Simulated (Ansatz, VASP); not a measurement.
## One calculation of PbF2, two programs

Contents of INCAR:

```
ALGO = Normal
EDIFF = 1E-6
ENCUT = 520
ISIF = 2
ISMEAR = 0
LASPH = True
LCHARG = False
LREAL = False
LWAVE = False
NBANDS = 21
NELM = 80
PREC = Accurate
SIGMA = 0.05
```

File KPOINTS:

```
k-points
0
Gamma
  10 10 10
```

File POSCAR:

```
PbF2
1.0
    0.0000000000      3.0003645022      3.0003645022
    3.0003645022      0.0000000000      3.0003645022
    3.0003645022      3.0003645022      0.0000000000
Pb F
1 2
Direct
    0.0000000000      0.0000000000      0.0000000000
    0.2500000000      0.2500000000      0.2500000000
    0.7500000000      0.7500000000      0.7500000000
```

Input for Ansatz:

```yaml
crystal:
  lattice:
    - [0.0, 3.0003645022, 3.0003645022]
    - [3.0003645022, 0.0, 3.0003645022]
    - [3.0003645022, 3.0003645022, 0.0]
  atoms:
    - { symbol: Pb, position: [0.0, 0.0, 0.0] }
    - { symbol: F, position: [0.25, 0.25, 0.25] }
    - { symbol: F, position: [0.75, 0.75, 0.75] }
basis:
  ecutwfc: 420
  ecutrho_ratio: 4
kpoints:
  mp_grid: { grid: [10, 10, 10] }
hamiltonian:
  xc: lda
scf:
  occupations: { method: gaussian, width: 0.05 }
output:
  forces: true
  stress: true
  eigenvalues: true
  populations: true
```

Alike in both runs: task single point; functional LDA; k mesh 10 × 10 × 10; occupations gaussian, width 0.05 eV; no spin polarisation.

|  | VASP | Ansatz |
| --- | --- | --- |
| version | VASP 6.6.1 | Ansatz 0.2.0 |
| potentials or method | VASP PAW LDA potentials, release 64 (Pb_d, F), cutoff 520 eV | scalar-relativistic, plane waves, PAW |
| valence electrons in the cell | 28 | 28 |

Ansatz gave:

| Item | Value |
| --- | --- |
| gap on the k mesh at the Fermi level (eV) | 4.26 |
| least direct gap on the mesh (eV) | 4.41 |
| pressure (GPa) | -6.7 |

Question: Estimate VASP's values.

Answer: gap on the k mesh at the Fermi level (eV): 4.22; least direct gap on the mesh (eV): 4.38; pressure (GPa): -6.7.

LDA's correlation is that of Perdew and Zunger in VASP and of Perdew and Wang (1992) in Ansatz.

Spin-orbit coupling is off throughout.
